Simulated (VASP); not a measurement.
# SiSeF2 (Cmmm) in VASP: a series of runs

The runs below take SiSeF2 through single point, with PBE.

Everything below comes from runs of VASP 6.6.1. Logs are shortened: lines on timing, memory, paths and dates and some standing lists are left out, and cuts for length are marked.

## 1. The cell of the first run

Symmetry: Cmmm, No. 65, orthorhombic system. Conventional cell: a = 4.996 Å, b = 10.714 Å, c = 2.798 Å, α = 90.00°, β = 90.00°, γ = 90.00°. Si (site symmetry mmm) has 4 F at 1.93 Å within 2.6 Å. Within 3.7 Å of Se (site symmetry mmm) lie 2 Se at 2.80 Å and 4 F at 2.83 Å and 4 Si at 2.86 Å. Within 2.9 Å of F (site symmetry m2m) lie 2 Si at 1.93 Å and 3 F at 2.65 to 2.80 Å and 2 Se at 2.83 Å.

The cell was generated, and may not be a known phase.

## 2. Single point, PBE

INCAR reads:

```
SYSTEM = SiSeF2
ALGO     = Normal         ! electronic algorithm
EDIFF    = 1E-6           ! SCF threshold, eV
ENCUT    = 520            ! plane-wave cutoff, eV
GGA      = PE             ! functional
ISIF     = 2              ! what is computed and relaxed
ISMEAR   = 0              ! smearing method
LASPH    = .True.         ! aspherical terms in the spheres
LCHARG   = .True.         ! write CHGCAR
LELF     = .True.         ! ELF
LREAL    = .False.        ! projectors in reciprocal space
LVHAR    = .True.       
LWAVE    = .False.        ! write WAVECAR
NBANDS   = 20             ! bands
NELM     = 60             ! most SCF steps
PREC     = Accurate       ! precision mode
SIGMA    = 0.1            ! smearing width, eV
```

KPOINTS reads:

```
k-points
0
Gamma
  4 4 4
  0 0 0
```

POSCAR reads:

```
SiSeF2
1.0
    2.4980763710     -5.3567851537      0.0000000000
    2.4980763710      5.3567851537      0.0000000000
    0.0000000000      0.0000000000      2.7975756456
Si Se F
1 1 2
Direct
    0.0000000000      0.0000000000      0.0000000000
    0.5000000000      0.5000000000      0.5000000000
    0.8762424910      0.1237575090      0.5000000000
    0.1237575090      0.8762424910      0.5000000000
```

Potentials or basis: VASP PAW PBE potentials, release 64 (Si, Se, F).

Command:

```sh
$ cat potpaw_PBE.64/Si/POTCAR potpaw_PBE.64/Se/POTCAR potpaw_PBE.64/F/POTCAR > POTCAR
$ mpirun -np 1 vasp_std > vasp.out
```

OUTCAR:

```text
SYSTEM = SiSeF2
   EDIFF = 1E-6
   ENCUT = 520
   GGA = PE
   ISIF = 2
   ISMEAR = 0
   LASPH = .True.
   LREAL = .False.
   NELM = 60
   PREC = Accurate

 ion  position               nearest neighbor table
   1  0.000  0.000  0.000-   3 1.93   4 1.93   3 1.93   4 1.93   2 2.86   2 2.86   2 2.86   2 2.86

   2  0.500  0.500  0.500-   1 2.86   1 2.86   1 2.86   1 2.86
   3  0.876  0.124  0.500-   1 1.93   1 1.93
   4  0.124  0.876  0.500-   1 1.93   1 1.93

  LATTYP: Found a base centered orthorhombic cell.
 ALAT       =     4.9961527420
 B/A-ratio  =     2.1443640458
 C/A-ratio  =     0.5599459805

  Lattice vectors:

 A1 = (   2.4980763710,  -5.3567851537,   0.0000000000)
 A2 = (   2.4980763710,   5.3567851537,   0.0000000000)
 A3 = (   0.0000000000,   0.0000000000,   2.7975756456)

Analysis of symmetry for initial positions (statically):
=====================================================================
 Subroutine PRICEL returns:
 Original cell was already a primitive cell.

 Routine SETGRP: Setting up the symmetry group for a
 base centered orthorhombic supercell.

 Subroutine GETGRP returns: Found  8 space group operations
 (whereof  8 operations were pure point group operations)
 out of a pool of  8 trial point group operations.

The static configuration has the point symmetry D_2h.

Analysis of symmetry for dynamics (positions and initial velocities):
=====================================================================
 Subroutine PRICEL returns:
 Original cell was already a primitive cell.

 Routine SETGRP: Setting up the symmetry group for a
 base centered orthorhombic supercell.

 Subroutine GETGRP returns: Found  8 space group operations
 (whereof  8 operations were pure point group operations)
 out of a pool of  8 trial point group operations.

The dynamic configuration has the point symmetry D_2h.

 Subroutine INISYM returns: Found  8 space group operations
 (whereof  8 operations are pure point group operations),
 and found     1 'primitive' translations

[... 77 lines left out ...]
   number of dos      NEDOS =    301   number of ions     NIONS =      4
   total plane-waves  NPLWV =  55296
   dimension x,y,z NGX =    48 NGY =   48 NGZ =   24
   dimension x,y,z NGXF=    96 NGYF=   96 NGZF=   48
   ions per type =               1   1   2
   NGX,Y,Z   is equivalent  to a cutoff of  13.50, 13.50, 14.26 a.u.
   NGXF,Y,Z  is equivalent  to a cutoff of  27.00, 27.00, 28.52 a.u.
 SYSTEM =  SiSeF2
   PREC   = accura    normal or accurate (medium, high low for compatibility)
   ISTART =      0    job   : 0-new  1-cont  2-samecut
   ICHARG =      2    charge: 1-file 2-atom 10-const
   ISPIN  =      1    spin polarized calculation?
   LNONCOLLINEAR =      F non collinear calculations
   LSORBIT =      F    spin-orbit coupling
   LASPH  =      T    aspherical Exc in radial PAW
   ENCUT  =  520.0 eV  38.22 Ry    6.18 a.u.  10.99 10.99  5.20*2*pi/ulx,y,z
   NELM   =     60;   NELMIN=  2; NELMDL= -5     # of ELM steps
   EDIFF  = 0.1E-05   stopping-criterion for ELM
   LREAL  =      F    real-space projection
[... 7 lines left out ...]
   TEBEG  =    0.0;   TEEND  =   0.0 temperature during run
   PSTRESS=    0.0 pullay stress
   NELECT =      24.0000    total number of electrons
   NUPDOWN=      -1.0000    fix difference up-down
   EMIN   =  10.00;   EMAX   =-10.00  energy-range for DOS
   EFERMI =   0.00;   METHOD = LEGACY
   ISMEAR =     0;   SIGMA  =   0.10  broadening in eV -4-tet -1-fermi 0-gaus
   EFERMI_NEDOS =   21; number of points for ismear=-14 and -15
   IALGO  =     38    algorithm
   IMIX   =      4    mixing-type and parameters
     AMIX     =   0.40;   BMIX     =  1.00
     AMIX_MAG =   1.60;   BMIX_MAG =  1.00
  volume/ion in A,a.u.               =      18.72       126.32
  Fermi-wavevector in a.u.,A,eV,Ry     =   1.120395  2.117240 17.079201  1.255286
  Thomas-Fermi vector in A             =   2.257042
   LORBIT       =      0    0 simple, 1 ext, 2 COOP (PROOUT), +10 PAW based schemes
   GGA     = PE    functional components
   LHFCALC =     F    Hartree Fock is set to
   AEXX    =    0.0000 exact exchange contribution
   IVDW    =     0    specifies the selected vdW correction
   LEPSILON=     F    determine dielectric tensor
   LRPA    =     F    only Hartree local field effects (RPA)
 non-spin polarized calculation
 Gauss-broadening in eV      SIGMA  =   0.10
  energy-cutoff  :      520.00
  volume of cell :       74.87
 maximum number of plane-waves:      2050
 NGX is ok and might be reduce to    48
   NGX = 21   NGY = 21   NGZ = 11

 number of electron      24.0000010 magnetization

 Free energy of the ion-electron system (eV)
  ---------------------------------------------------
  ext. energy  EPLUGINS =         0.00000000
  ---------------------------------------------------
  free energy    TOTEN  =       -16.90400665 eV

  energy without entropy =      -16.89444140  energy(sigma->0) =      -16.89922403

 E-fermi :   2.2565     XC(G=0):  -8.4339

 val. band max:        2.2548855482   @ k =   0.0000   0.0000   0.5000
 cond. band min:       2.2884508171   @ k =   0.5000   0.2500   0.5000
 fundamental gap:      0.0335652690
 Fermi energy:         2.2564664867

 k-point     1 :       0.0000    0.0000    0.0000
  band No.  band energies     occupation
      1     -23.5866      2.00000
      2     -23.0543      2.00000
      3     -11.5313      2.00000
      4      -7.1453      2.00000
      5      -5.6557      2.00000
      6      -4.6122      2.00000
[... 472 lines left out ...]
     19      13.8345      0.00000
     20      14.4172      0.00000

------------------------ aborting loop because EDIFF is reached ----------------------------------------

  FORCE on cell =-STRESS in cart. coord.  units (eV):
  Direction    XX          YY          ZZ          XY          YZ          ZX
  --------------------------------------------------------------------------------------
  -------------------------------------------------------------------------------------
  Total       -0.0816981      0.1614376      0.1656073     -0.0000000      0.0000000      0.0000000
  in kB       -1.7482392      3.4545653      3.5437914     -0.0000000      0.0000000      0.0000000
  external PRESSURE =       1.7500392 kB  Pullay stress =       0.0000000 kB

 VOLUME and BASIS-vectors are now :
 -----------------------------------------------------------------------------
  energy-cutoff  :      520.00
  volume of cell :       74.87
      direct lattice vectors                 reciprocal lattice vectors
     2.498076371 -5.356785154  0.000000000     0.200154009 -0.093339566  0.000000000
     2.498076371  5.356785154  0.000000000     0.200154009  0.093339566  0.000000000
     0.000000000  0.000000000  2.797575646     0.000000000  0.000000000  0.357452354

 POSITION                                       TOTAL-FORCE (eV/Angst)
 -----------------------------------------------------------------------------------
      0.00000      0.00000      0.00000         0.000000      0.000000      0.000000
      2.49808      0.00000      1.39879         0.000000      0.000000      0.000000
      2.49808     -4.03090      1.39879         0.000000      0.057454      0.000000
      2.49808      4.03090      1.39879         0.000000     -0.057454     -0.000000
 -----------------------------------------------------------------------------------
    total drift:                                0.000000      0.000000     -0.000000

  FREE ENERGIE OF THE ION-ELECTRON SYSTEM (eV)
  ---------------------------------------------------
  free  energy   TOTEN  =       -16.9040066533 eV

  energy  without entropy=      -16.8944414024  energy(sigma->0) =      -16.89922403
```

Wall time 20 s (1 thread of AMD EPYC 9R45 (Zen 5), shared host); peak memory 0.2 GiB.

What came out:

* Free energy: -16.9040 eV
* Pressure: 0.2 GPa
* Largest force: 0.057 eV/Å
* Band gap on the k mesh: zero (bands 12 and 13 overlap by 1.50 eV)

Forces in eV/Å, atoms in the order of the input:
```
Si   0.000  0.000  0.000
Se   0.000  0.000  0.000
F    0.000  0.057  0.000
F    0.000 -0.057  0.000
```

Stress tensor (GPa, compression positive):
```
-0.17  0.00  0.00
 0.00  0.35  0.00
 0.00  0.00  0.35
```

Levels at points of the mesh, in eV from the Fermi level:
```
           k point  band 9  band 10  band 11  band 12  band 13  band 14  band 15  band 16
(0.00, 0.00, 0.00)   -6.23    -2.75    -2.25    -1.58     3.31     4.66     5.20     6.64
(0.50, 0.00, 0.00)   -6.35    -4.10    -1.69     1.47     2.10     3.33     3.36     6.80
(0.50, 0.50, 0.00)   -6.13    -2.78    -2.48    -1.42     3.31     4.34     6.61     7.48
(0.00, 0.00, 0.50)   -5.78    -5.15    -0.59    -0.08     0.00     0.56     4.52     6.01
(0.50, 0.00, 0.50)   -5.77    -5.66    -1.16    -1.02     0.23     3.64     5.76     6.50
(0.50, 0.50, 0.50)   -5.71    -5.17    -0.60    -0.17    -0.03     0.63     4.58     5.71
```

Caveat: the k points lie up to 0.56 Å⁻¹ apart, too coarse for converged energies and pressures of a metal.

## 3. Single point, PBE

This run uses another cell than the first one, of 18.86 Å³/atom.

INCAR reads:

```
SYSTEM = SiSeF2
PREC     = Accurate       ! precision mode
ENCUT    = 520            ! plane-wave cutoff, eV
EDIFF    = 1E-7           ! SCF threshold, eV
ISMEAR   = 0              ! smearing method
SIGMA    = 0.1            ! smearing width, eV
LREAL    = .FALSE.        ! projectors in reciprocal space
LASPH    = .TRUE.         ! aspherical terms in the spheres
NELM     = 80             ! most SCF steps
ALGO     = Normal         ! electronic algorithm
ISIF     = 2              ! what is computed and relaxed
LWAVE    = .FALSE.        ! write WAVECAR
LCHARG   = .TRUE.         ! write CHGCAR
GGA      = PE             ! functional
LELF     = .TRUE.         ! ELF
LVHAR    = .TRUE.       
NBANDS   = 20             ! bands
```

KPOINTS reads:

```
Automatic mesh
0
G
  4 4 4
  0 0 0
```

POSCAR reads:

```
SiSeF2
1.0
    2.9085937100     -3.1578874400      0.0000000000
    2.9085937100      3.1578874400      0.0000000000
    0.0000000000      0.0000000000      4.1065091200
Si Se F
1 1 2
Direct
    0.0000000000      0.0000000000      0.0000000000
    0.5000000000      0.5000000000      0.5000000000
    0.8461162200      0.1538837800      0.5000000000
    0.1538837800      0.8461162200      0.5000000000
```

Potentials or basis: VASP PAW PBE potentials, release 64 (Si, Se, F).

Command:

```sh
$ cat potpaw_PBE.64/Si/POTCAR potpaw_PBE.64/Se/POTCAR potpaw_PBE.64/F/POTCAR > POTCAR
$ mpirun -np 1 vasp_std > vasp.out
```

Run time: 14 s. Hardware: 1 thread of AMD EPYC 9R45 (Zen 5), shared host; peak memory 0.15 GiB.

Results (log left out):

```yaml
Free_energy: -13.8645 eV
Pressure: -0.7 GPa
Largest_force: 3.716 eV/Å
Band_gap_on_the_k_mesh: zero (bands 12 and 13 overlap by 0.25 eV)
```

Forces in eV/Å, atoms in the order of the input:
```
Si   0.000  0.000  0.000
Se   0.000  0.000  0.000
F    0.000  3.716  0.000
F    0.000 -3.716  0.000
```

Stress tensor (GPa, compression positive):
```
  0.01   0.00   0.00
  0.00   8.75   0.00
  0.00   0.00 -10.87
```

Levels at points of the mesh, in eV from the Fermi level:
| k point | band 8 | band 9 | band 10 | band 11 | band 12 | band 13 | band 14 | band 15 | band 16 | band 17 |
| --- | --- | --- | --- | --- | --- | --- | --- | --- | --- | --- |
| (0.00, 0.00, 0.00) | -4.87 | -4.74 | -4.56 | -1.08 | -0.08 | 1.46 | 2.74 | 2.85 | 5.43 | 6.34 |
| (0.50, 0.00, 0.00) | -5.15 | -4.18 | -2.62 | -0.38 | -0.12 | 0.17 | 1.57 | 1.84 | 5.22 | 8.03 |
| (0.50, 0.50, 0.00) | -4.85 | -4.74 | -3.73 | -0.60 | -0.27 | -0.27 | 2.11 | 2.97 | 5.68 | 5.79 |
| (0.00, 0.00, 0.50) | -4.70 | -4.50 | -2.51 | -1.16 | -0.47 | 1.03 | 2.71 | 3.15 | 3.26 | 6.45 |
| (0.50, 0.00, 0.50) | -4.29 | -2.58 | -2.25 | -2.15 | -0.71 | 1.42 | 1.90 | 2.80 | 4.37 | 5.99 |
| (0.50, 0.50, 0.50) | -4.76 | -3.71 | -2.84 | -0.94 | -0.38 | 0.27 | 1.64 | 2.23 | 3.51 | 9.69 |

Caveat: the k points lie up to 0.38 Å⁻¹ apart; semilocal functionals underestimate gaps, and a narrow one can read as zero; forces of over 1 eV/Å act on the atoms, so gaps and moduli don't describe the material at rest.

The gap in the log of VASP goes by the Fermi energy; the results here count the filled bands.